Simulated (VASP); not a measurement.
# Ag (Cmcm) in VASP: further runs, part 2 of 2

VASP 6.6.1. The steps go on from the part before.

## (5) Single point, r2SCAN (atoms displaced along a vibrational mode)

File POSCAR:

```
Ag
1.0
   -1.6342676484      1.6342676484      1.6342676484
    1.6342676484     -1.6342676484      1.6342676484
    3.2685352969      3.2685352969      0.0000000000
Ag
2
Direct
    0.0757181278     -0.0757181278      0.0000000000
    0.4242818722      0.5757181278      0.5000000000
```

File INCAR.step1:

```
SYSTEM = Ag
  PREC = Accurate
  ENCUT = 520
  ISMEAR = 0
  SIGMA = 0.15
  LREAL = .False.
  LASPH = .True.
  NELM = 100
  NBANDS = 18
  GGA = PE
  ALGO = Normal
  EDIFF = 1E-4
  LWAVE = .True.
  LCHARG = .False.
```

File INCAR.step2:

```
SYSTEM = Ag
  PREC = Accurate
  ENCUT = 520
  EDIFF = 1E-7
  ISMEAR = 0
  SIGMA = 0.15
  LREAL = .False.
  LASPH = .True.
  NELM = 100
  ALGO = Normal
  ISIF = 2
  LWAVE = .False.
  LCHARG = .False.
  METAGGA = R2SCAN
  LMIXTAU = .True.
  NBANDS = 18
  ISTART = 1
```

File KPOINTS:

```
regular mesh
0
Gamma
  22 22 14
  0 0 0
```

Potentials or basis: VASP PAW PBE potentials, release 64 (Ag).

Command:

```bash
> cat potpaw_PBE.64/Ag/POTCAR > POTCAR
> cp INCAR.step1 INCAR
> mpirun -np 1 vasp_std > vasp.out
> cp INCAR.step2 INCAR
> mpirun -np 1 vasp_std > vasp.out
```

OUTCAR:

```text
SYSTEM = Ag
   PREC = Accurate
   ENCUT = 520
   EDIFF = 1E-7
   ISMEAR = 0
   LREAL = .False.
   LASPH = .True.
   NELM = 100
   ISIF = 2
   METAGGA = R2SCAN
   ISTART = 1

 ion  position               nearest neighbor table
   1  0.076  0.924  0.000-   2 2.82   2 2.82   2 2.92   2 2.92   2 2.92   2 2.92
   2  0.424  0.576  0.500-   1 2.82   1 2.82   1 2.92   1 2.92   1 2.92   1 2.92

  LATTYP: Found a base centered orthorhombic cell.
 ALAT       =     3.2685352968
 B/A-ratio  =     1.4142135624
 C/A-ratio  =     1.4142135624

  Lattice vectors:

 A1 = (  -1.6342676484,   1.6342676484,   1.6342676484)
 A2 = (   1.6342676484,  -1.6342676484,   1.6342676484)
 A3 = (   3.2685352969,   3.2685352969,   0.0000000000)

Analysis of symmetry for initial positions (statically):
=====================================================================
 Subroutine PRICEL returns:
 Original cell was already a primitive cell.

 Routine SETGRP: Setting up the symmetry group for a
 base centered orthorhombic supercell.

 Subroutine GETGRP returns: Found  8 space group operations
 (whereof  4 operations were pure point group operations)
 out of a pool of  8 trial point group operations.

The static configuration has the point symmetry C_2v.
 The point group associated with its full space group is D_2h.

Analysis of symmetry for dynamics (positions and initial velocities):
=====================================================================
 Subroutine PRICEL returns:
 Original cell was already a primitive cell.

 Routine SETGRP: Setting up the symmetry group for a
 base centered orthorhombic supercell.

 Subroutine GETGRP returns: Found  8 space group operations
 (whereof  4 operations were pure point group operations)
 out of a pool of  8 trial point group operations.

The dynamic configuration has the point symmetry C_2v.
 The point group associated with its full space group is D_2h.

 Subroutine INISYM returns: Found  8 space group operations
 (whereof  4 operations are pure point group operations),
 and found     1 'primitive' translations

[... 107 lines left out ...]
   EMIN   =  10.00;   EMAX   =-10.00  energy-range for DOS
   EFERMI =   0.00;   METHOD = LEGACY
   ISMEAR =     0;   SIGMA  =   0.15  broadening in eV -4-tet -1-fermi 0-gaus
   EFERMI_NEDOS =   21; number of points for ismear=-14 and -15
   IALGO  =     38    algorithm
   IMIX   =      4    mixing-type and parameters
     AMIX     =   0.40;   BMIX     =  1.00
     AMIX_MAG =   1.60;   BMIX_MAG =  1.00
  volume/ion in A,a.u.               =      17.46       117.82
  Fermi-wavevector in a.u.,A,eV,Ry     =   1.403447  2.652129 26.798882  1.969662
  Thomas-Fermi vector in A             =   2.526108
   LORBIT       =      0    0 simple, 1 ext, 2 COOP (PROOUT), +10 PAW based schemes
   METAGGA = R2SCAN    functional components
   LHFCALC =     F    Hartree Fock is set to
   AEXX    =    0.0000 exact exchange contribution
   IVDW    =     0    specifies the selected vdW correction
   LEPSILON=     F    determine dielectric tensor
   LRPA    =     F    only Hartree local field effects (RPA)
 non-spin polarized calculation
 Gauss-broadening in eV      SIGMA  =   0.15
  energy-cutoff  :      520.00
  volume of cell :       34.92
 maximum number of plane-waves:       958
 NGX is ok and might be reduce to    24
   NGX = 11   NGY = 11   NGZ = 17

 number of electron      21.9999998 magnetization

 Free energy of the ion-electron system (eV)
  ---------------------------------------------------
  ext. energy  EPLUGINS =         0.00000000
  ---------------------------------------------------
  free energy    TOTEN  =       -42.62569239 eV

  energy without entropy =      -42.62002059  energy(sigma->0) =      -42.62285649

 E-fermi :   8.1471     XC(G=0): -12.7900

 val. band max:        8.1427209517   @ k =   0.5000   0.3182   0.0000
 cond. band min:       8.1615712237   @ k =   0.5000   0.2273   0.2143
 fundamental gap:      0.0188502721
 Fermi energy:         8.1470899246

 k-point     1 :       0.0000    0.0000    0.0000
  band No.  band energies     occupation
      1       0.3359      2.00000
      2       1.5140      2.00000
      3       2.2980      2.00000
      4       2.7289      2.00000
      5       3.1742      2.00000
      6       3.4343      2.00000
[... 481 lines left out ...]
      5       3.3126      2.00000
      6       3.6081      2.00000
[... 10 lines left out ...]
     17      20.7521      0.00000
     18      26.0448      0.00000

 [... further k-points ...]
[... 5 lines left out ...]
  --------------------------------------------------------------------------------------
  -------------------------------------------------------------------------------------
  Total        0.5484824      0.5484824     -0.4951314     -0.1849462      0.0000000      0.0000000
  in kB       25.1659758     25.1659758    -22.7180739     -8.4858704      0.0000000      0.0000000
  external PRESSURE =       9.2046259 kB  Pullay stress =       0.0000000 kB

 VOLUME and BASIS-vectors are now :
 -----------------------------------------------------------------------------
  energy-cutoff  :      520.00
  volume of cell :       34.92
      direct lattice vectors                 reciprocal lattice vectors
    -1.634267648  1.634267648  1.634267648    -0.152973719  0.152973719  0.305947438
     1.634267648 -1.634267648  1.634267648     0.152973719 -0.152973719  0.305947438
     3.268535297  3.268535297  0.000000000     0.152973719  0.152973719  0.000000000

 POSITION                                       TOTAL-FORCE (eV/Angst)
 -----------------------------------------------------------------------------------
      1.38678     -1.38678      1.63427         0.164854     -0.164854      0.000000
      1.88176      1.38678      1.63427        -0.164854      0.164854      0.000000
 -----------------------------------------------------------------------------------
    total drift:                                0.000000      0.000000      0.000000

  FREE ENERGIE OF THE ION-ELECTRON SYSTEM (eV)
  ---------------------------------------------------
  free  energy   TOTEN  =       -42.6256923949 eV

  energy  without entropy=      -42.6200205880  energy(sigma->0) =      -42.62285649
```

OUTCAR.step1:

```text
SYSTEM = Ag
   PREC = Accurate
   ENCUT = 520
   ISMEAR = 0
   LREAL = .False.
   LASPH = .True.
[... 730 lines left out ...]
      1.38678     -1.38678      1.63427         0.176537     -0.176537      0.000000
      1.88176      1.38678      1.63427        -0.176537      0.176537      0.000000
 -----------------------------------------------------------------------------------
    total drift:                                0.000000      0.000000      0.000000

  FREE ENERGIE OF THE ION-ELECTRON SYSTEM (eV)
  ---------------------------------------------------
  free  energy   TOTEN  =        -5.3366603890 eV

  energy  without entropy=       -5.3307197569  energy(sigma->0) =       -5.33369007
```

OSZICAR.step1:

```text
N       E                     dE             d eps       ncg     rms          rms(c)
DAV:   1     0.124696121258E+03    0.12470E+03   -0.11310E+04 38312   0.119E+03
DAV:   2    -0.381709656984E+01   -0.12851E+03   -0.12220E+03 39630   0.267E+02
DAV:   3    -0.582191207161E+01   -0.20048E+01   -0.19987E+01 43940   0.378E+01
DAV:   4    -0.582829099286E+01   -0.63789E-02   -0.63784E-02 42190   0.210E+00
DAV:   5    -0.582834739989E+01   -0.56407E-04   -0.56406E-04 42016   0.212E-01    0.710E+00
DAV:   6    -0.535730869511E+01    0.47104E+00   -0.11733E+00 40092   0.115E+01    0.465E+00
DAV:   7    -0.534208086681E+01    0.15228E-01   -0.16063E-02 41484   0.118E+00    0.260E+00
DAV:   8    -0.533664628293E+01    0.54346E-02   -0.12754E-03 40738   0.280E-01    0.117E-01
DAV:   9    -0.533666038905E+01   -0.14106E-04   -0.17857E-05 24120   0.333E-02
   1 F= -.53366604E+01 E0= -.53336901E+01  d E =-.594063E-02
```

It took 50 min on 1 thread of Oxide Virtual Turin-like, shared host; peak memory 0.58 GiB.

Results:

```yaml
Free_energy: -42.6257 eV
Pressure: 0.9 GPa
Largest_force: 0.233 eV/Å
Band_gap_on_the_k_mesh: zero (bands 11 and 12 overlap by 7.54 eV)
```

Forces in eV/Å, atoms in the order of the input:
```
Ag   0.165 -0.165  0.000
Ag  -0.165  0.165  0.000
```

Stress tensor (GPa, compression positive):
```
 2.52 -0.85  0.00
-0.85  2.52  0.00
 0.00  0.00 -2.27
```

Levels at points of the mesh, in eV from the Fermi level:
```
           k point  band 7  band 8  band 9  band 10  band 11  band 12  band 13  band 14  band 15  band 16
(0.00, 0.00, 0.00)   -4.46   -4.16   -4.05    -3.47    -3.36     0.04     4.12    14.69    15.84    17.71
(0.50, 0.00, 0.00)   -4.22   -3.70   -3.54    -3.19    -0.34     0.75     6.95     7.09     9.18    10.14
(0.50, 0.50, 0.00)   -3.93   -3.30   -3.09    -2.98     0.97     3.03     7.12     8.59     8.67    11.62
(0.00, 0.00, 0.50)   -4.41   -4.41   -3.91    -3.91    -3.49    -3.49    12.29    12.29    15.58    15.58
(0.50, 0.00, 0.50)   -3.74   -3.74   -3.21    -3.21     0.31     0.31     3.86     3.86    14.62    14.62
(0.50, 0.50, 0.50)   -3.52   -3.52   -3.03    -3.03     2.16     2.16     6.21     6.21    10.39    10.39
```

Caveat: the cell differs from its parent crystal (atoms displaced along a vibrational mode); the PAW data sets were made with another functional, which shifts forces and pressure a little.

## (6) Summary

| cell | gap on the mesh (eV) | pressure (GPa) | largest force (eV/Å) |
| --- | --- | --- | --- |
| as given, atomic positions A | none | 0.1 | 0.01 |
| as given, atomic positions B | none | 0.0 | 0.01 |
| as given, atomic positions C | none | 1.5 | 0.36 |
| as given, atomic positions D | none | 0.9 | 0.23 |

Alike in all rows: task single point; level r2SCAN; potentials or basis VASP PAW PBE potentials, release 64 (Ag); no spin polarisation; k mesh 22 × 22 × 14; cutoff (eV) 520; smearing gaussian 0.15 eV.

Caveats: the PAW data sets were made with another functional, which shifts forces and pressure a little.

Total energies depend on the potentials used, so only differences within one code and one set of settings carry meaning.
